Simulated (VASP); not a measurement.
Crystal: As.

```
CELL_PARAMETERS angstrom
2.70368 0.00000 0.00000
0.00000 2.70368 0.00000
0.00000 0.00000 2.70368
ATOMIC_POSITIONS crystal
As 0.50000 0.50000 0.50000
```

* Program: VASP 6.6.1
* Task: relaxation of cell and atoms
* Functional: PBE
* Potentials or basis: VASP PAW PBE potentials, release 64 (As)
* Cutoff: 600 eV
* k mesh: 7 × 7 × 7
* Occupations: fermi-dirac, width 0.3 eV
* Spin: no spin polarisation

At the start: pressure 3.2 GPa; volume 19.76 Å³/atom.

Q: How do energy, volume and symmetry change on relaxing?

A: Over 7 steps the energy falls by 7.1 meV/atom and the volume is 20.51 Å³/atom (+3.8 %); space group Pm-3m (No. 221, to 0.05 Å).

The path:
```
step  energy change (eV)  largest force (eV/Å)  pressure (GPa)  volume (Å³)
   1              0.0000                0.0000            3.17        19.76
   2             -0.0053                0.0000           -1.45        20.90
   3             -0.0071                0.0000            0.01        20.51
   4             -0.0071                0.0000           -0.05        20.52
   5             -0.0071                0.0000            0.02        20.50
   6             -0.0071                0.0000            0.02        20.51
   7             -0.0071                0.0000            0.00        20.51
```

Final structure:
```
As
1.0
     2.73743    0.00000    0.00000
     0.00000    2.73743    0.00000
     0.00000    0.00000    2.73743
As
1
Direct
  0.50000 0.50000 0.50000
```
